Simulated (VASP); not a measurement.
Here is a VASP 6.6.1 calculation.

Contents of POSCAR:

```
Cu
1.0
    2.4327328030      0.0000000000      0.0000000000
   -1.2163664015      2.1068084080      0.0000000000
    0.0000000000      0.0000000000      4.4415766800
Cu
2
Direct
    0.3333333333      0.6666666667      0.2500000000
    0.6666666667      0.3333333333      0.7500000000
```

INCAR.step1

```
SYSTEM = Cu
ALGO = Normal
EDIFF = 1E-4
ENCUT = 520
GGA = PE
ISMEAR = 0
LASPH = .True.
LCHARG = .False.
LREAL = .False.
LWAVE = .True.
NBANDS = 18
NELM = 100
PREC = Accurate
SIGMA = 0.15
```

Contents of INCAR.step2:

```
SYSTEM = Cu
ALGO = Normal
EDIFF = 1E-7
ENCUT = 520
ISIF = 2
ISMEAR = 0
ISTART = 1
LASPH = .True.
LCHARG = .False.
LMIXTAU = .True.
LREAL = .False.
LWAVE = .False.
METAGGA = R2SCAN
NBANDS = 18
NELM = 100
PREC = Accurate
SIGMA = 0.15
```

KPOINTS

```
k-points
0
Gamma
  24 24 12
  0 0 0
```

Potentials or basis: VASP PAW PBE potentials, release 64 (Cu).

Launch:

```bash
$ cat potpaw_PBE.64/Cu/POTCAR > POTCAR
$ cp INCAR.step1 INCAR
$ mpirun -np 1 vasp_std > vasp.out
$ cp INCAR.step2 INCAR
$ mpirun -np 1 vasp_std > vasp.out
```

Task: What does it give for the pressure?

Result: 4.1 GPa.

Task: What does it give for the band gap on the k mesh?

Result: Zero (band 11 reaches 12.83 eV, above the bottom of band 12 at 5.78 eV).

Stress tensor (GPa, compression positive):
```
 11.35   0.00   0.00
  0.00  11.35   0.00
  0.00   0.00 -10.34
```

Caveat: the cell differs from its parent crystal (strain -0.040 along x and y, +0.080 along z); the PAW data sets were made with another functional, which shifts forces and pressure a little.
